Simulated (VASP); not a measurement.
Set up this calculation in VASP 6.6.1, as the native input.

| Property | Result |
| --- | --- |
| Task | single point |
| Functional | PBE |
| Potentials or basis | VASP PAW PBE potentials, release 64 (Ba_sv, Cd, Pt, C, N) |
| Cutoff | 520 eV |
| k mesh | 4 × 4 × 4 |
| Occupations | gaussian, width 0.1 eV |
| Spin | no spin polarisation |
| Dipole correction | no |
| Further INCAR settings | LREAL = Auto; ALGO = Normal; EDIFF = 1e-07; NBANDS = 56 |

The structure of BaCdPtC6N6 lies in POSCAR:

```
BaCdPtC6N6
1.0
    0.0000000000      5.1845000000      5.1845000000
    5.1845000000      0.0000000000      5.1845000000
    5.1845000000      5.1845000000      0.0000000000
Ba Cd Pt C N
1 1 1 6 6
Direct
    0.7500000000      0.7500000000      0.7500000000
    0.5000000000      0.5000000000      0.5000000000
    0.0000000000      0.0000000000      0.0000000000
    0.8151220000      0.1848780000      0.1848780000
    0.1848780000      0.1848780000      0.8151220000
    0.8151220000      0.1848780000      0.8151220000
    0.1848780000      0.8151220000      0.8151220000
    0.8151220000      0.8151220000      0.1848780000
    0.1848780000      0.8151220000      0.1848780000
    0.7022856600      0.2977143400      0.2977143400
    0.2977143400      0.2977143400      0.7022856600
    0.7022856600      0.2977143400      0.7022856600
    0.2977143400      0.7022856600      0.7022856600
    0.7022856600      0.7022856600      0.2977143400
    0.2977143400      0.7022856600      0.2977143400
```

These files were run (other wordings do the same):

INCAR

```
SYSTEM = BaCdPtC6N6
PREC     = Accurate       ! precision mode
ENCUT    = 520            ! plane-wave cutoff, eV
EDIFF    = 1E-7           ! SCF threshold, eV
ISMEAR   = 0              ! smearing method
SIGMA    = 0.1            ! smearing width, eV
LREAL    = Auto         
LASPH    = .True.         ! aspherical terms in the spheres
NELM     = 100            ! most SCF steps
ALGO     = Normal         ! electronic algorithm
ISIF     = 2              ! what is computed and relaxed
LWAVE    = .False.        ! write WAVECAR
LCHARG   = .False.        ! write CHGCAR
GGA      = PE             ! functional
NBANDS   = 56             ! bands
```

KPOINTS

```
regular mesh
0
Gamma
  4 4 4
  0 0 0
```

Potentials or basis: VASP PAW PBE potentials, release 64 (Ba_sv, Cd, Pt, C, N).

Run with:

```console
$ cat potpaw_PBE.64/Ba_sv/POTCAR potpaw_PBE.64/Cd/POTCAR potpaw_PBE.64/Pt/POTCAR potpaw_PBE.64/C/POTCAR potpaw_PBE.64/N/POTCAR > POTCAR
$ mpirun -np 1 vasp_std > vasp.out
```

It gave:

```yaml
Pressure: 15.0 GPa
Largest_force: 1.527 eV/Å
Band_gap_on_the_k_mesh: zero (band 43 reaches 4.27 eV, above the bottom of band 44 at 3.77 eV)
```

Caveat: spin-orbit coupling is left out, which moves the levels of the heavy elements; forces of over 1 eV/Å act on the atoms, so gaps and moduli don't describe the material at rest.

Run time: 4.4 min on 1 thread of Intel(R) Xeon(R) Platinum 8375C CPU @ 2.90GHz (Ice Lake), on a shared host, peak memory 0.48 GiB.
